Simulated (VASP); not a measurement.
# SrO (Fm-3m) in VASP: single point with r2SCAN

Aim: the single point of SrO with r2SCAN.

Everything below comes from runs of VASP 6.6.1. Logs are shortened: lines on timing, memory, paths and dates and some standing lists are left out, and cuts for length are marked.

### 1 The cell of the first run

The structure is cubic, space group Fm-3m (No. 225). Conventional cell: a = 5.160 Å, b = 5.160 Å, c = 5.160 Å, α = 90.00°, β = 90.00°, γ = 90.00°. Within 3.4 Å of Sr (site symmetry m-3m) lie 6 O at 2.58 Å. O (site symmetry m-3m) has 6 Sr at 2.58 Å within 3.4 Å.

### 2 Single point, r2SCAN

File POSCAR:

```
SrO
1.0
    0.0000000000      2.5800000000      2.5800000000
    2.5800000000      0.0000000000      2.5800000000
    2.5800000000      2.5800000000      0.0000000000
Sr O
1 1
Direct
    0.0000000000      0.0000000000      0.0000000000
    0.5000000000      0.5000000000      0.5000000000
```

File INCAR.step1:

```
PREC     = Accurate       # precision mode
ENCUT    = 520            # plane-wave cutoff, eV
ISMEAR   = 0              # smearing method
SIGMA    = 0.05           # smearing width, eV
LREAL    = False          # projectors in reciprocal space
LASPH    = True           # aspherical terms in the spheres
NELM     = 100            # most SCF steps
NBANDS   = 15             # bands
GGA      = PE             # functional
ALGO     = Normal         # electronic algorithm
EDIFF    = 1E-4           # SCF threshold, eV
LWAVE    = True           # write WAVECAR
LCHARG   = False          # write CHGCAR
```

File INCAR.step2:

```
PREC     = Accurate       # precision mode
ENCUT    = 520            # plane-wave cutoff, eV
EDIFF    = 1E-6           # SCF threshold, eV
ISMEAR   = 0              # smearing method
SIGMA    = 0.05           # smearing width, eV
LREAL    = False          # projectors in reciprocal space
LASPH    = True           # aspherical terms in the spheres
NELM     = 100            # most SCF steps
ALGO     = Normal         # electronic algorithm
ISIF     = 2              # what is computed and relaxed
LWAVE    = False          # write WAVECAR
LCHARG   = False          # write CHGCAR
METAGGA  = R2SCAN         # meta-GGA
LMIXTAU  = True         
NBANDS   = 15             # bands
ISTART   = 1
```

File KPOINTS:

```
regular mesh
0
Gamma
  6 6 6
```

Potentials or basis: VASP PAW PBE potentials, release 64 (Sr_sv, O).

Run with:

```
> cat potpaw_PBE.64/Sr_sv/POTCAR potpaw_PBE.64/O/POTCAR > POTCAR
> cp INCAR.step1 INCAR
> mpirun -np 1 vasp_std > vasp.out
> cp INCAR.step2 INCAR
> mpirun -np 1 vasp_std > vasp.out
```

OUTCAR:

```text
PREC = Accurate
   ENCUT = 520
   EDIFF = 1E-6
   ISMEAR = 0
   LREAL = False
   LASPH = True
   NELM = 100
   ISIF = 2
   METAGGA = R2SCAN
   ISTART = 1

 ion  position               nearest neighbor table
   1  0.000  0.000  0.000-   2 2.58   2 2.58   2 2.58   2 2.58   2 2.58   2 2.58
   2  0.500  0.500  0.500-   1 2.58   1 2.58   1 2.58   1 2.58   1 2.58   1 2.58

  LATTYP: Found a face centered cubic cell.
 ALAT       =     5.1600000000

  Lattice vectors:

 A1 = (   0.0000000000,   2.5800000000,   2.5800000000)
 A2 = (   2.5800000000,   0.0000000000,   2.5800000000)
 A3 = (   2.5800000000,   2.5800000000,   0.0000000000)

Analysis of symmetry for initial positions (statically):
=====================================================================
 Subroutine PRICEL returns:
 Original cell was already a primitive cell.

 Routine SETGRP: Setting up the symmetry group for a
 face centered cubic supercell.

 Subroutine GETGRP returns: Found 48 space group operations
 (whereof 48 operations were pure point group operations)
 out of a pool of 48 trial point group operations.

The static configuration has the point symmetry O_h .

Analysis of symmetry for dynamics (positions and initial velocities):
=====================================================================
 Subroutine PRICEL returns:
 Original cell was already a primitive cell.

 Routine SETGRP: Setting up the symmetry group for a
 face centered cubic supercell.

 Subroutine GETGRP returns: Found 48 space group operations
 (whereof 48 operations were pure point group operations)
 out of a pool of 48 trial point group operations.

The dynamic configuration has the point symmetry O_h .

 Subroutine INISYM returns: Found 48 space group operations
 (whereof 48 operations are pure point group operations),
 and found     1 'primitive' translations

----------------------------------------------------------------------------------------

                                     Primitive cell

  volume of cell :      34.3470

  direct lattice vectors                    reciprocal lattice vectors
     0.000000000  2.580000000  2.580000000    -0.193798450  0.193798450  0.193798450
     2.580000000  0.000000000  2.580000000     0.193798450 -0.193798450  0.193798450
     2.580000000  2.580000000  0.000000000     0.193798450  0.193798450 -0.193798450

  length of vectors
     3.648670991  3.648670991  3.648670991     0.335668761  0.335668761  0.335668761

  position of ions in fractional coordinates (direct lattice)
     0.000000000  0.000000000  0.000000000
     0.500000000  0.500000000  0.500000000

  ion indices of the primitive-cell ions
   primitive index   ion index
                 1           1
                 2           2

----------------------------------------------------------------------------------------

 KPOINTS: regular mesh

Automatic generation of k-mesh.
 Grid dimensions read from file:
 generate k-points for:    6    6    6

 Generating k-lattice:

  Cartesian coordinates                     Fractional coordinates (reciprocal lattice)
    -0.032299742  0.032299742  0.032299742     0.166666667  0.000000000  0.000000000
     0.032299742 -0.032299742  0.032299742     0.000000000  0.166666667  0.000000000
     0.032299742  0.032299742 -0.032299742     0.000000000  0.000000000  0.166666667

  Length of vectors
     0.055944794  0.055944794  0.055944794

  Shift w.r.t. Gamma in fractional coordinates (k-lattice)
     0.000000000  0.000000000  0.000000000

 Subroutine IBZKPT returns following result:
 ===========================================

 Found     16 irreducible k-points:

 Following reciprocal coordinates:
            Coordinates               Weight
  0.000000  0.000000  0.000000      1.000000
  0.166667  0.000000  0.000000      8.000000
  0.333333  0.000000  0.000000      8.000000
  0.500000  0.000000  0.000000      4.000000
  0.166667  0.166667  0.000000      6.000000
  0.333333  0.166667  0.000000     24.000000
[... 8 lines left out ...]
 -0.333333  0.333333  0.166667     24.000000
 -0.333333  0.500000  0.166667     12.000000
   k-points           NKPTS =     16   k-points in BZ     NKDIM =     16   number of bands    NBANDS=     15
   number of dos      NEDOS =    301   number of ions     NIONS =      2
   total plane-waves  NPLWV =  21952
   dimension x,y,z NGX =    28 NGY =   28 NGZ =   28
   dimension x,y,z NGXF=    56 NGYF=   56 NGZF=   56
   ions per type =               1   1
   NGX,Y,Z   is equivalent  to a cutoff of  12.76, 12.76, 12.76 a.u.
   NGXF,Y,Z  is equivalent  to a cutoff of  25.52, 25.52, 25.52 a.u.
 SYSTEM =  unknown system
   PREC   = accura    normal or accurate (medium, high low for compatibility)
   ISTART =      1    job   : 0-new  1-cont  2-samecut
   ICHARG =      0    charge: 1-file 2-atom 10-const
   ISPIN  =      1    spin polarized calculation?
   LNONCOLLINEAR =      F non collinear calculations
   LSORBIT =      F    spin-orbit coupling
   LASPH  =      T    aspherical Exc in radial PAW
   ENCUT  =  520.0 eV  38.22 Ry    6.18 a.u.   6.78  6.78  6.78*2*pi/ulx,y,z
   NELM   =    100;   NELMIN=  2; NELMDL=  0     # of ELM steps
   EDIFF  = 0.1E-05   stopping-criterion for ELM
   LREAL  =      F    real-space projection
   EDIFFG = 0.1E-04   stopping-criterion for IOM
   NSW    =      0    number of steps for IOM
[... 5 lines left out ...]
   TEBEG  =    0.0;   TEEND  =   0.0 temperature during run
   PSTRESS=    0.0 pullay stress
   NELECT =      16.0000    total number of electrons
   NUPDOWN=      -1.0000    fix difference up-down
   EMIN   =  10.00;   EMAX   =-10.00  energy-range for DOS
   EFERMI =   0.00;   METHOD = LEGACY
   ISMEAR =     0;   SIGMA  =   0.05  broadening in eV -4-tet -1-fermi 0-gaus
   EFERMI_NEDOS =   21; number of points for ismear=-14 and -15
   IALGO  =     38    algorithm
   IMIX   =      4    mixing-type and parameters
     AMIX     =   0.40;   BMIX     =  1.00
     AMIX_MAG =   1.60;   BMIX_MAG =  1.00
  volume/ion in A,a.u.               =      17.17       115.89
  Fermi-wavevector in a.u.,A,eV,Ry     =   1.269069  2.398192 21.912663  1.610535
  Thomas-Fermi vector in A             =   2.402130
   LORBIT       =      0    0 simple, 1 ext, 2 COOP (PROOUT), +10 PAW based schemes
   METAGGA = R2SCAN    functional components
   LHFCALC =     F    Hartree Fock is set to
   AEXX    =    0.0000 exact exchange contribution
   IVDW    =     0    specifies the selected vdW correction
   LEPSILON=     F    determine dielectric tensor
   LRPA    =     F    only Hartree local field effects (RPA)
 non-spin polarized calculation
 Gauss-broadening in eV      SIGMA  =   0.05
  energy-cutoff  :      520.00
  volume of cell :       34.35
 maximum number of plane-waves:       941
   NGX = 13   NGY = 13   NGZ = 13

 number of electron      15.9999998 magnetization

 Free energy of the ion-electron system (eV)
  ---------------------------------------------------
  ext. energy  EPLUGINS =         0.00000000
  ---------------------------------------------------
  free energy    TOTEN  =       -27.05564762 eV

  energy without entropy =      -27.05564762  energy(sigma->0) =      -27.05564762

 E-fermi :   1.5778     XC(G=0): -10.5321

 val. band max:        1.2935442364   @ k =   0.0000   0.0000   0.0000
 cond. band min:       5.0411113150   @ k =   0.5000   0.5000   0.0000
 fundamental gap:      3.7475670786
 Fermi energy:         1.5777939154

 k-point     1 :       0.0000    0.0000    0.0000
  band No.  band energies     occupation
      1     -32.2164      2.00000
      2     -14.7216      2.00000
      3     -13.2503      2.00000
      4     -13.2503      2.00000
      5     -13.2503      2.00000
      6       1.2935      2.00000
      7       1.2935      2.00000
      8       1.2935      2.00000
      9       5.8747      0.00000
     10       8.0470      0.00000
     11       8.0470      0.00000
     12       8.0470      0.00000
     13      10.3443      0.00000
     14      10.3443      0.00000
     15      14.5378      0.00000

 k-point     2 :       0.1667    0.0000    0.0000
  band No.  band energies     occupation
      1     -32.1836      2.00000
      2     -15.1769      2.00000
      3     -13.2694      2.00000
      4     -13.2694      2.00000
      5     -12.8757      2.00000
      6       0.6129      2.00000
      7       0.9766      2.00000
      8       0.9766      2.00000
      9       7.0041      0.00000
     10       7.8301      0.00000
     11       8.5857      0.00000
     12       8.5857      0.00000
     13      11.0410      0.00000
     14      11.0410      0.00000
     15      16.2145      0.00000

 k-point     3 :       0.3333    0.0000    0.0000
  band No.  band energies     occupation
      1     -32.1169      2.00000
      2     -15.8053      2.00000
      3     -13.3068      2.00000
      4     -13.3068      2.00000
      5     -12.4103      2.00000
      6      -0.3892      2.00000
      7       0.4278      2.00000
      8       0.4278      2.00000
      9       7.9932      0.00000
     10       9.1493      0.00000
     11       9.8920      0.00000
     12       9.8920      0.00000
     13      12.6111      0.00000
     14      12.6111      0.00000
     15      17.8272      0.00000
[... 199 lines left out ...]
 k-point    15 :      -0.3333    0.3333    0.1667
  band No.  band energies     occupation
      1     -32.0534      2.00000
      2     -15.5519      2.00000
      3     -13.7534      2.00000
      4     -13.6269      2.00000
      5     -12.6994      2.00000
      6       0.0032      2.00000
      7       0.6288      2.00000
      8       0.6885      2.00000
      9       8.0083      0.00000
     10       8.1392      0.00000
     11      10.9030      0.00000
     12      11.9623      0.00000
     13      13.4165      0.00000
     14      15.2109      0.00000
     15      15.6794      0.00000

 k-point    16 :      -0.3333    0.5000    0.1667
  band No.  band energies     occupation
      1     -32.0438      2.00000
      2     -15.1767      2.00000
      3     -14.0248      2.00000
      4     -13.7447      2.00000
      5     -12.9554      2.00000
      6       0.4312      2.00000
      7       0.8258      2.00000
      8       0.9599      2.00000
      9       6.4254      0.00000
     10       9.4089      0.00000
     11      10.3792      0.00000
     12      12.9305      0.00000
     13      12.9745      0.00000
     14      15.2281      0.00000
     15      15.4448      0.00000

------------------------ aborting loop because EDIFF is reached ----------------------------------------

  FORCE on cell =-STRESS in cart. coord.  units (eV):
  Direction    XX          YY          ZZ          XY          YZ          ZX
  --------------------------------------------------------------------------------------
  -------------------------------------------------------------------------------------
  Total        0.1103438      0.1103438      0.1103438      0.0000000      0.0000000     -0.0000000
  in kB        5.1471827      5.1471827      5.1471827      0.0000000      0.0000000     -0.0000000
  external PRESSURE =       5.1471827 kB  Pullay stress =       0.0000000 kB

 VOLUME and BASIS-vectors are now :
 -----------------------------------------------------------------------------
  energy-cutoff  :      520.00
  volume of cell :       34.35
      direct lattice vectors                 reciprocal lattice vectors
     0.000000000  2.580000000  2.580000000    -0.193798450  0.193798450  0.193798450
     2.580000000  0.000000000  2.580000000     0.193798450 -0.193798450  0.193798450
     2.580000000  2.580000000  0.000000000     0.193798450  0.193798450 -0.193798450

 POSITION                                       TOTAL-FORCE (eV/Angst)
 -----------------------------------------------------------------------------------
      0.00000      0.00000      0.00000         0.000000      0.000000     -0.000000
      2.58000      2.58000      2.58000         0.000000      0.000000      0.000000
 -----------------------------------------------------------------------------------
    total drift:                                0.000000      0.000000      0.000000

  FREE ENERGIE OF THE ION-ELECTRON SYSTEM (eV)
  ---------------------------------------------------
  free  energy   TOTEN  =       -27.0556476183 eV

  energy  without entropy=      -27.0556476183  energy(sigma->0) =      -27.05564762
```

Run time: 39 s. Hardware: 1 thread of Intel Xeon Platinum 8259CL at 2.50GHz (Skylake/Cascade Lake), shared host; peak memory 0.17 GiB.

Results:

| Property | Result |
| --- | --- |
| Free energy | -27.0556 eV |
| Pressure | 0.5 GPa |
| Band gap on the k mesh | 3.75 eV (least direct gap 3.84 eV) |

Caveat: the PAW data sets were made with another functional, which shifts forces and pressure a little.
